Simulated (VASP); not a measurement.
Runs of VASP 6.6.1 on Sb. The structure is that of space group Im-3m (No. 229), or close to it. The cells are those of the table. 

```tsv
task	cell	cutoff (eV)	gap on the mesh (eV)	pressure (GPa)
single point	a = 3.240 Å, angles 109.5°, 1 atom	520	none	-0.7
single point	a = 3.219 Å, angles 109.5°, 1 atom	520	none	(a)
relaxation of cell and atoms	relaxed from a = 3.229 Å, angles 109.5°, 1 atom	600	none	0.0
single point	a = 3.229 Å, angles 109.5°, 1 atom	520	none	0.0
```

Alike in all rows: level PBEsol; potentials or basis VASP PAW PBE potentials, release 64 (Sb); no spin polarisation; k mesh 16 × 16 × 16; smearing methfessel-paxton 0.1 eV.

Task: Estimate the missing entries.

Result: (a) 0.7.

Caveats: the PAW data sets were made with another functional, which shifts forces and pressure a little; spin-orbit coupling is left out, which moves the levels of the heavy elements; the relaxation stopped at its first step, so nothing moved (some runs).

A k mesh can miss the band edges, and the runs leave out spin-orbit coupling on Sb.

A gap of «none» marks levels without a gap at the run's occupations.
